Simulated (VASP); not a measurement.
**Mg5Co3: single point with PBE**

The system is Mg5Co3.

```xyz
8
Lattice="5.3045 0.0000 0.0000 0.0000 5.3045 0.0000 0.0000 0.0000 5.3045" Properties=species:S:1:pos:R:3 pbc="T T T"
Mg    0.0000    0.0000    0.0000
Mg    0.0000    2.6522    2.6522
Mg    2.6522    0.0000    2.6522
Mg    2.6522    2.6522    0.0000
Mg    2.6522    2.6522    2.6522
Co    2.6522    0.0000    0.0000
Co    0.0000    2.6522    0.0000
Co    0.0000    0.0000    2.6522
```

The cell was built from a structure type or drawn by symmetry, and may not be a known phase.

```
Program             : VASP 6.6.1
Task                : single point
Functional          : PBE
Potentials or basis : VASP PAW PBE potentials, release 64 (Mg, Co)
Cutoff              : 520 eV
k mesh              : 4 × 4 × 4
Occupations         : gaussian, width 0.1 eV
Spin                : collinear spin, ferromagnetic start
Starting moments    : [0.0, 0.0, 0.0, 0.0, 0.0, 3.0, 3.0, 3.0] μB
```

```
Pressure                                              : 0.1 GPa
Net moment                                            : 4.17 μB per cell
Site moments                                          : Mg -0.02, +0.02 (each value once); Co +1.48 μB
Valence electrons inside the program's atomic spheres : Mg 0.38, 0.40, 0.42 (each value once); Co 7.96
```

Levels at points of the mesh, in eV from the Fermi level:
Spin up:
```csv
k point,band 17,band 18,band 19,band 20,band 21,band 22,band 23,band 24,band 25,band 26
"(0.00, 0.00, 0.00)",-1.56,-1.56,-1.43,-0.39,-0.39,-0.33,2.60,2.60,2.60,2.96
"(0.50, 0.00, 0.00)",-1.56,-0.60,-0.21,0.00,0.00,0.10,0.10,0.79,1.42,4.19
"(0.50, 0.50, 0.00)",-1.51,-1.41,-1.39,1.03,1.21,1.21,1.28,1.37,1.37,1.61
"(0.50, 0.50, 0.50)",-1.58,-1.41,-1.41,-1.31,-1.31,-1.31,-0.80,5.76,5.76,5.76
```
Spin down:
| k point | band 13 | band 14 | band 15 | band 16 | band 17 | band 18 | band 19 | band 20 |
| --- | --- | --- | --- | --- | --- | --- | --- | --- |
| (0.00, 0.00, 0.00) | -0.39 | -0.39 | -0.39 | -0.27 | 0.13 | 0.25 | 0.25 | 0.25 |
| (0.50, 0.00, 0.00) | -0.62 | -0.61 | -0.38 | -0.30 | -0.30 | 0.25 | 0.30 | 0.61 |
| (0.50, 0.50, 0.00) | -0.73 | -0.68 | -0.48 | -0.31 | -0.04 | 0.14 | 0.14 | 1.16 |
| (0.50, 0.50, 0.50) | -0.78 | -0.78 | -0.35 | -0.35 | 0.09 | 0.09 | 0.09 | 0.17 |

It took 62 s on 1 thread of AMD EPYC 9R45 96-Core Processor (Zen 5) (shared host), peak memory 0.28 GiB.
